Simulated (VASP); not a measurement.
Mo6F, 7 atoms in the cell. The cell holds a slab with vacuum, 7 atoms: a = 4.470 Å, b = 4.470 Å, c = 19.760 Å, α = 90.00°, β = 90.00°, γ = 120.00°. 

- Program: VASP 6.6.1
- Task: single point
- Functional: PBE
- Potentials or basis: VASP PAW PBE potentials, release 64 (Mo_sv, F)
- Cutoff: 520 eV
- k mesh: 6 × 6 × 1
- Occupations: gaussian, width 0.1 eV
- Spin: no spin polarisation
- Dipole correction: yes
- Further INCAR settings: ALGO = Normal; EDIFF = 1e-06; NBANDS = 54

Potentials or basis: VASP PAW PBE potentials, release 64 (Mo_sv, F).

Command:

```bash
$ cat potpaw_PBE.64/Mo_sv/POTCAR potpaw_PBE.64/F/POTCAR > POTCAR
$ mpirun -np 1 vasp_std > vasp.out
```

Hardware: 1 thread of Intel(R) Xeon(R) 6975P-C (Granite Rapids), on a shared host.

Problem. Estimate the wall time of this run.

Solution. It took 6.3 min on 1 thread of Intel(R) Xeon(R) 6975P-C (Granite Rapids), on a shared host, peak memory 0.62 GiB. Counts: scf iterations 30, k points 20.
